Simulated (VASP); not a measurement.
# ScAl (Pm-3m) in VASP: a series of runs

ScAl is run at these levels: LDA; tasks: electric field gradients.

Program: VASP 6.6.1. These are calculated values, not measurements. Logs are shortened: lines on timing, memory, paths and dates and some standing lists are left out, and cuts for length are marked.

**1. The cell of the first run**

Symmetry: Pm-3m, No. 221, cubic system. The conventional cell has a = 3.302 Å, b = 3.302 Å, c = 3.302 Å, α = 90.00°, β = 90.00°, γ = 90.00°. Sc (site symmetry m-3m) has 8 Al at 2.86 Å and 6 Sc at 3.30 Å within 3.8 Å. Al (site symmetry m-3m) has 8 Sc at 2.86 Å and 6 Al at 3.30 Å within 3.8 Å.

**2. Electric field gradients, LDA (18.00 Å³/atom)**

The input, INCAR:

```
SYSTEM = ScAl
PREC     = Accurate       ! precision mode
ENCUT    = 520            ! plane-wave cutoff, eV
EDIFF    = 1E-8           ! SCF threshold, eV
ISMEAR   = -1             ! smearing method
SIGMA    = 0.05           ! smearing width, eV
LREAL    = .False.        ! projectors in reciprocal space
LASPH    = .True.         ! aspherical terms in the spheres
NELM     = 100            ! most SCF steps
ALGO     = Normal         ! electronic algorithm
ISIF     = 2              ! what is computed and relaxed
LWAVE    = .False.        ! write WAVECAR
LCHARG   = .False.        ! write CHGCAR
LEFG     = .True.       
NBANDS   = 14             ! bands
```

The input, KPOINTS:

```
regular mesh
0
Gamma
  10 10 10
  0 0 0
```

The input, POSCAR:

```
ScAl
1.0
    3.3021323095      0.0000000000      0.0000000000
    0.0000000000      3.3021323095      0.0000000000
    0.0000000000      0.0000000000      3.3021323095
Sc Al
1 1
Direct
    0.5000000000      0.5000000000      0.5000000000
    0.0000000000      0.0000000000      0.0000000000
```

Potentials or basis: VASP PAW LDA potentials, release 64 (Sc_sv, Al).

Started as:

```console
cat potpaw_LDA.64/Sc_sv/POTCAR potpaw_LDA.64/Al/POTCAR > POTCAR
mpirun -np 1 vasp_std > vasp.out
```

OUTCAR:

```text
SYSTEM = ScAl
   PREC = Accurate
   ENCUT = 520
   EDIFF = 1E-8
   ISMEAR = -1
   LREAL = .False.
   LASPH = .True.
   NELM = 100
   ISIF = 2

 ion  position               nearest neighbor table
   1  0.500  0.500  0.500-   2 2.86   2 2.86   2 2.86   2 2.86   2 2.86   2 2.86   2 2.86   2 2.86

   2  0.000  0.000  0.000-   1 2.86   1 2.86   1 2.86   1 2.86   1 2.86   1 2.86   1 2.86   1 2.86

  LATTYP: Found a simple cubic cell.
 ALAT       =     3.3021323095

  Lattice vectors:

 A1 = (   3.3021323095,   0.0000000000,   0.0000000000)
 A2 = (   0.0000000000,   3.3021323095,   0.0000000000)
 A3 = (   0.0000000000,   0.0000000000,   3.3021323095)

Analysis of symmetry for initial positions (statically):
=====================================================================
 Subroutine PRICEL returns:
 Original cell was already a primitive cell.

 Routine SETGRP: Setting up the symmetry group for a
 simple cubic supercell.

 Subroutine GETGRP returns: Found 48 space group operations
 (whereof 48 operations were pure point group operations)
 out of a pool of 48 trial point group operations.

The static configuration has the point symmetry O_h .

Analysis of symmetry for dynamics (positions and initial velocities):
=====================================================================
 Subroutine PRICEL returns:
 Original cell was already a primitive cell.

 Routine SETGRP: Setting up the symmetry group for a
 simple cubic supercell.

 Subroutine GETGRP returns: Found 48 space group operations
 (whereof 48 operations were pure point group operations)
 out of a pool of 48 trial point group operations.

The dynamic configuration has the point symmetry O_h .

 Subroutine INISYM returns: Found 48 space group operations
 (whereof 48 operations are pure point group operations),
 and found     1 'primitive' translations

----------------------------------------------------------------------------------------

                                     Primitive cell

  volume of cell :      36.0067

  direct lattice vectors                    reciprocal lattice vectors
     3.302132310  0.000000000  0.000000000     0.302834625  0.000000000  0.000000000
     0.000000000  3.302132310  0.000000000     0.000000000  0.302834625  0.000000000
     0.000000000  0.000000000  3.302132310     0.000000000  0.000000000  0.302834625

  length of vectors
     3.302132310  3.302132310  3.302132310     0.302834625  0.302834625  0.302834625

  position of ions in fractional coordinates (direct lattice)
     0.500000000  0.500000000  0.500000000
     0.000000000  0.000000000  0.000000000

  ion indices of the primitive-cell ions
   primitive index   ion index
                 1           1
                 2           2

----------------------------------------------------------------------------------------

 KPOINTS: regular mesh

Automatic generation of k-mesh.
 Grid dimensions read from file:
 generate k-points for:   10   10   10

 Generating k-lattice:

  Cartesian coordinates                     Fractional coordinates (reciprocal lattice)
     0.030283463  0.000000000  0.000000000     0.100000000  0.000000000  0.000000000
     0.000000000  0.030283463  0.000000000     0.000000000  0.100000000  0.000000000
     0.000000000  0.000000000  0.030283463     0.000000000  0.000000000  0.100000000

  Length of vectors
     0.030283463  0.030283463  0.030283463

  Shift w.r.t. Gamma in fractional coordinates (k-lattice)
     0.000000000  0.000000000  0.000000000

 Subroutine IBZKPT returns following result:
 ===========================================

 Found     56 irreducible k-points:

 Following reciprocal coordinates:
            Coordinates               Weight
  0.000000  0.000000  0.000000      1.000000
  0.100000  0.000000  0.000000      6.000000
  0.200000  0.000000  0.000000      6.000000
  0.300000  0.000000  0.000000      6.000000
  0.400000  0.000000  0.000000      6.000000
  0.500000  0.000000  0.000000      3.000000
[... 16 lines left out ...]
  0.200000  0.100000  0.100000     24.000000
  0.300000  0.100000  0.100000     24.000000
 [... further k-points ...]
   k-points           NKPTS =     56   k-points in BZ     NKDIM =     56   number of bands    NBANDS=     14
   number of dos      NEDOS =    301   number of ions     NIONS =      2
   total plane-waves  NPLWV =  21952
   dimension x,y,z NGX =    28 NGY =   28 NGZ =   28
   dimension x,y,z NGXF=    56 NGYF=   56 NGZF=   56
   ions per type =               1   1
   NGX,Y,Z   is equivalent  to a cutoff of  14.10, 14.10, 14.10 a.u.
   NGXF,Y,Z  is equivalent  to a cutoff of  28.19, 28.19, 28.19 a.u.
 SYSTEM =  ScAl
   PREC   = accura    normal or accurate (medium, high low for compatibility)
   ISTART =      0    job   : 0-new  1-cont  2-samecut
   ICHARG =      2    charge: 1-file 2-atom 10-const
   ISPIN  =      1    spin polarized calculation?
   LNONCOLLINEAR =      F non collinear calculations
   LSORBIT =      F    spin-orbit coupling
   LASPH  =      T    aspherical Exc in radial PAW
   ENCUT  =  520.0 eV  38.22 Ry    6.18 a.u.   6.14  6.14  6.14*2*pi/ulx,y,z
   NELM   =    100;   NELMIN=  2; NELMDL= -5     # of ELM steps
   EDIFF  = 0.1E-07   stopping-criterion for ELM
   LREAL  =      F    real-space projection
   EDIFFG = 0.1E-06   stopping-criterion for IOM
   NSW    =      0    number of steps for IOM
   IBRION =     -1    ionic relax: 0-MD 1-quasi-New 2-CG
   NFREE  =      0    steps in history (QN), initial steepest desc. (CG)
   ISIF   =      2    stress and relaxation
   ISYM   =      2    0-nonsym 1-usesym 2-fastsym
   POTIM  = 0.5000    time-step for ionic-motion
   TEBEG  =    0.0;   TEEND  =   0.0 temperature during run
   PSTRESS=    0.0 pullay stress
   NELECT =      14.0000    total number of electrons
   NUPDOWN=      -1.0000    fix difference up-down
   EMIN   =  10.00;   EMAX   =-10.00  energy-range for DOS
   EFERMI =   0.00;   METHOD = LEGACY
   ISMEAR =    -1;   SIGMA  =   0.05  broadening in eV -4-tet -1-fermi 0-gaus
   EFERMI_NEDOS =   21; number of points for ismear=-14 and -15
   IALGO  =     38    algorithm
   IMIX   =      4    mixing-type and parameters
     AMIX     =   0.40;   BMIX     =  1.00
     AMIX_MAG =   1.60;   BMIX_MAG =  1.00
  volume/ion in A,a.u.               =      18.00       121.49
  Fermi-wavevector in a.u.,A,eV,Ry     =   1.194877  2.257989 19.425446  1.427730
  Thomas-Fermi vector in A             =   2.330856
   LORBIT       =      0    0 simple, 1 ext, 2 COOP (PROOUT), +10 PAW based schemes
   GGA     = CA    functional components
   LHFCALC =     F    Hartree Fock is set to
   AEXX    =    0.0000 exact exchange contribution
   IVDW    =     0    specifies the selected vdW correction
   LEPSILON=     F    determine dielectric tensor
   LRPA    =     F    only Hartree local field effects (RPA)
 non-spin polarized calculation
  energy-cutoff  :      520.00
  volume of cell :       36.01
 maximum number of plane-waves:       992
 NGX is ok and might be reduce to    28
   NGX = 13   NGY = 13   NGZ = 13

 number of electron      14.0000003 magnetization

 Free energy of the ion-electron system (eV)
  ---------------------------------------------------
  ext. energy  EPLUGINS =         0.00000000
  ---------------------------------------------------
  free energy    TOTEN  =       -11.89270470 eV

  energy without entropy =      -11.88648810  energy(sigma->0) =      -11.88959640

 E-fermi :   6.3220     XC(G=0): -10.7861

 val. band max:        6.2748752453   @ k =   0.4000   0.1000   0.1000
 cond. band min:       6.3327467836   @ k =   0.5000   0.5000   0.2000
 fundamental gap:      0.0578715383
 Fermi energy:         6.3219873618

 k-point     1 :       0.0000    0.0000    0.0000
  band No.  band energies     occupation
      1     -42.3582      2.00000
      2     -21.2826      2.00000
      3     -21.2826      2.00000
      4     -21.2826      2.00000
      5      -2.3255      2.00000
      6       5.5360      2.00000
      7       5.5360      2.00000
      8       9.1486      0.00000
      9       9.1486      0.00000
     10       9.1486      0.00000
     11      10.3239      0.00000
     12      10.3239      0.00000
     13      10.3239      0.00000
     14      15.3288      0.00000
[... 375 lines left out ...]
 k-point    24 :       0.3000    0.1000    0.1000
  band No.  band energies     occupation
      1     -42.3408      2.00000
      2     -21.4302      2.00000
      3     -21.2895      2.00000
      4     -21.2871      2.00000
      5      -0.7692      2.00000
      6       3.9875      2.00000
      7       5.9612      1.99853
      8       7.3616      0.00000
      9       7.3657      0.00000
     10       8.8293      0.00000
     11       9.9844      0.00000
     12      12.3027      0.00000
     13      12.4233      0.00000
     14      14.5641      0.00000

 [... further k-points ...]
[... 5 lines left out ...]
  --------------------------------------------------------------------------------------
  -------------------------------------------------------------------------------------
  Total        0.1457058      0.1457058      0.1457058      0.0000000     -0.0000000     -0.0000000
  in kB        6.4834165      6.4834165      6.4834165      0.0000000     -0.0000000     -0.0000000
  external PRESSURE =       6.4834165 kB  Pullay stress =       0.0000000 kB

 VOLUME and BASIS-vectors are now :
 -----------------------------------------------------------------------------
  energy-cutoff  :      520.00
  volume of cell :       36.01
      direct lattice vectors                 reciprocal lattice vectors
     3.302132310  0.000000000  0.000000000     0.302834625  0.000000000  0.000000000
     0.000000000  3.302132310  0.000000000     0.000000000  0.302834625  0.000000000
     0.000000000  0.000000000  3.302132310     0.000000000  0.000000000  0.302834625

 POSITION                                       TOTAL-FORCE (eV/Angst)
 -----------------------------------------------------------------------------------
      1.65107      1.65107      1.65107         0.000000      0.000000      0.000000
      0.00000      0.00000      0.00000         0.000000      0.000000      0.000000
 -----------------------------------------------------------------------------------
    total drift:                                0.000000      0.000000      0.000000

  FREE ENERGIE OF THE ION-ELECTRON SYSTEM (eV)
  ---------------------------------------------------
  free  energy   TOTEN  =       -11.8927047012 eV

  energy  without entropy=      -11.8864880967  energy(sigma->0) =      -11.88959640

 Electric field gradients (V/A^2)
---------------------------------------------------------------------
 ion       V_xx      V_yy      V_zz      V_xy      V_xz      V_yz
---------------------------------------------------------------------
   1       0.000    -0.000    -0.000    -0.000    -0.000    -0.000
   2      -0.000    -0.000    -0.000    -0.000    -0.000    -0.000
---------------------------------------------------------------------

 Electric field gradients after diagonalization (V/A^2)
 (convention: |V_zz| > |V_xx| > |V_yy|)
----------------------------------------------------------------------
 ion       V_xx      V_yy      V_zz     asymmetry (V_yy - V_xx)/ V_zz
----------------------------------------------------------------------
   1      -0.000    -0.000     0.000       0.020
   2      -0.000    -0.000    -0.000      -0.640
----------------------------------------------------------------------

           NMR quadrupolar parameters

 Cq : quadrupolar parameter    Cq=e*Q*V_zz/h
 eta: asymmetry parameters     (V_yy - V_xx)/ V_zz
 Q  : nuclear electric quadrupole moment in mb (millibarn)
----------------------------------------------------------------------
 ion       Cq(MHz)       eta       Q (mb)
----------------------------------------------------------------------
   1       0.000       0.020       1.000
   2      -0.000      -0.640       1.000
----------------------------------------------------------------------
```

Wall time 21 s (1 thread of Intel Xeon Platinum 8375C at 2.90GHz (Ice Lake), shared host); peak memory 0.15 GiB.

What came out:

```
Free energy                             : -11.8927 eV
Pressure                                : 0.6 GPa
Band gap on the k mesh                  : zero (bands 7 and 8 overlap by 1.12 eV)
Largest electric field gradient by atom : under 0.05 V/Å² on every atom
```

**3. Electric field gradients, LDA (18.00 Å³/atom)**

The input, INCAR:

```
  PREC = Accurate
  ENCUT = 520
  EDIFF = 1E-8
  ISMEAR = -1
  SIGMA = 0.05
  LREAL = False
  LASPH = True
  NELM = 80
  ALGO = Normal
  ISIF = 2
  LWAVE = False
  LCHARG = False
  GGA = CA
  LEFG = True
  NBANDS = 14
```

The input, KPOINTS:

```
regular mesh
0
Gamma
  10 10 10
```

POSCAR is that of step 2.

Potentials or basis: VASP PAW LDA potentials, release 64 (Sc_sv, Al).

Started as:

```console
cat potpaw_LDA.64/Sc_sv/POTCAR potpaw_LDA.64/Al/POTCAR > POTCAR
mpirun -np 1 vasp_std > vasp.out
```

OUTCAR:

```text
PREC = Accurate
   ENCUT = 520
   EDIFF = 1E-8
   ISMEAR = -1
   LREAL = False
   LASPH = True
   NELM = 80
   ISIF = 2
   GGA = CA

 ion  position               nearest neighbor table
   1  0.500  0.500  0.500-   2 2.86   2 2.86   2 2.86   2 2.86   2 2.86   2 2.86   2 2.86   2 2.86

   2  0.000  0.000  0.000-   1 2.86   1 2.86   1 2.86   1 2.86   1 2.86   1 2.86   1 2.86   1 2.86

  LATTYP: Found a simple cubic cell.
 ALAT       =     3.3021323095

  Lattice vectors:

 A1 = (   3.3021323095,   0.0000000000,   0.0000000000)
 A2 = (   0.0000000000,   3.3021323095,   0.0000000000)
 A3 = (   0.0000000000,   0.0000000000,   3.3021323095)

Analysis of symmetry for initial positions (statically):
=====================================================================
 Subroutine PRICEL returns:
 Original cell was already a primitive cell.

 Routine SETGRP: Setting up the symmetry group for a
 simple cubic supercell.

 Subroutine GETGRP returns: Found 48 space group operations
 (whereof 48 operations were pure point group operations)
 out of a pool of 48 trial point group operations.

The static configuration has the point symmetry O_h .

Analysis of symmetry for dynamics (positions and initial velocities):
=====================================================================
 Subroutine PRICEL returns:
 Original cell was already a primitive cell.

 Routine SETGRP: Setting up the symmetry group for a
 simple cubic supercell.

 Subroutine GETGRP returns: Found 48 space group operations
 (whereof 48 operations were pure point group operations)
 out of a pool of 48 trial point group operations.

[... 167 lines left out ...]
     11      10.3239      0.00000
     12      10.3239      0.00000
     13      10.3239      0.00000
     14      15.3288      0.00000
[... 377 lines left out ...]
      1     -42.3408      2.00000
      2     -21.4302      2.00000
      3     -21.2895      2.00000
      4     -21.2871      2.00000
      5      -0.7692      2.00000
      6       3.9875      2.00000
      7       5.9612      1.99853
      8       7.3616      0.00000
      9       7.3657      0.00000
     10       8.8293      0.00000
     11       9.9844      0.00000
     12      12.3027      0.00000
     13      12.4233      0.00000
     14      14.5641      0.00000

 [... further k-points ...]
[... 5 lines left out ...]
  --------------------------------------------------------------------------------------
  -------------------------------------------------------------------------------------
  Total        0.1457058      0.1457058      0.1457058      0.0000000     -0.0000000     -0.0000000
  in kB        6.4834165      6.4834165      6.4834165      0.0000000     -0.0000000     -0.0000000
  external PRESSURE =       6.4834165 kB  Pullay stress =       0.0000000 kB

 VOLUME and BASIS-vectors are now :
 -----------------------------------------------------------------------------
  energy-cutoff  :      520.00
  volume of cell :       36.01
      direct lattice vectors                 reciprocal lattice vectors
     3.302132310  0.000000000  0.000000000     0.302834625  0.000000000  0.000000000
     0.000000000  3.302132310  0.000000000     0.000000000  0.302834625  0.000000000
     0.000000000  0.000000000  3.302132310     0.000000000  0.000000000  0.302834625

 POSITION                                       TOTAL-FORCE (eV/Angst)
 -----------------------------------------------------------------------------------
      1.65107      1.65107      1.65107         0.000000      0.000000      0.000000
      0.00000      0.00000      0.00000         0.000000      0.000000      0.000000
 -----------------------------------------------------------------------------------
    total drift:                                0.000000      0.000000      0.000000

  FREE ENERGIE OF THE ION-ELECTRON SYSTEM (eV)
  ---------------------------------------------------
  free  energy   TOTEN  =       -11.8927047012 eV

  energy  without entropy=      -11.8864880967  energy(sigma->0) =      -11.88959640

 Electric field gradients (V/A^2)
---------------------------------------------------------------------
 ion       V_xx      V_yy      V_zz      V_xy      V_xz      V_yz
---------------------------------------------------------------------
   1       0.000    -0.000    -0.000    -0.000    -0.000    -0.000
   2      -0.000    -0.000    -0.000    -0.000    -0.000    -0.000
---------------------------------------------------------------------

 Electric field gradients after diagonalization (V/A^2)
 (convention: |V_zz| > |V_xx| > |V_yy|)
----------------------------------------------------------------------
 ion       V_xx      V_yy      V_zz     asymmetry (V_yy - V_xx)/ V_zz
----------------------------------------------------------------------
   1      -0.000    -0.000     0.000       0.020
   2      -0.000    -0.000    -0.000      -0.640
----------------------------------------------------------------------

           NMR quadrupolar parameters

 Cq : quadrupolar parameter    Cq=e*Q*V_zz/h
 eta: asymmetry parameters     (V_yy - V_xx)/ V_zz
 Q  : nuclear electric quadrupole moment in mb (millibarn)
----------------------------------------------------------------------
 ion       Cq(MHz)       eta       Q (mb)
----------------------------------------------------------------------
   1       0.000       0.020       1.000
   2      -0.000      -0.640       1.000
----------------------------------------------------------------------
```

stdout:

```text
POSCAR found type information on POSCAR ScAl
 POSCAR found :  2 types and       2 ions
 scaLAPACK will be used
 LDA part: xc-table for (Slater(with rela. corr.)+CA(PZ))
 , standard interpolation
 POSCAR, INCAR and KPOINTS ok, starting setup
 FFT: planning ... GRIDC
 FFT: planning ... GRID_SOFT
 FFT: planning ... GRID
 WAVECAR not read
 entering main loop
ion   1

ion   2
```

It took 21 s on 1 thread of Intel Xeon Platinum 8375C at 2.90GHz (Ice Lake), shared host; peak memory 0.16 GiB.

What came out:

```
Free energy                             : -11.8927 eV
Pressure                                : 0.6 GPa
Band gap on the k mesh                  : zero (bands 7 and 8 overlap by 1.12 eV)
Largest electric field gradient by atom : under 0.05 V/Å² on every atom
```

Levels at points of the mesh, in eV from the Fermi level:
| k point | band 4 | band 5 | band 6 | band 7 | band 8 | band 9 | band 10 | band 11 |
| --- | --- | --- | --- | --- | --- | --- | --- | --- |
| (0.00, 0.00, 0.00) | -27.60 | -8.65 | -0.79 | -0.79 | 2.83 | 2.83 | 2.83 | 4.00 |
| (0.50, 0.00, 0.00) | -27.58 | -5.69 | -4.65 | 0.21 | 0.78 | 0.78 | 3.08 | 4.05 |
| (0.50, 0.50, 0.00) | -27.56 | -4.85 | -1.79 | -1.79 | -0.86 | 1.55 | 1.55 | 3.91 |
| (0.50, 0.50, 0.50) | -27.77 | -2.70 | -2.70 | -2.70 | -0.24 | 3.17 | 3.17 | 3.17 |

[end of part 1 of 2]

The gap in the log of VASP goes by the Fermi energy; the results here count the filled bands.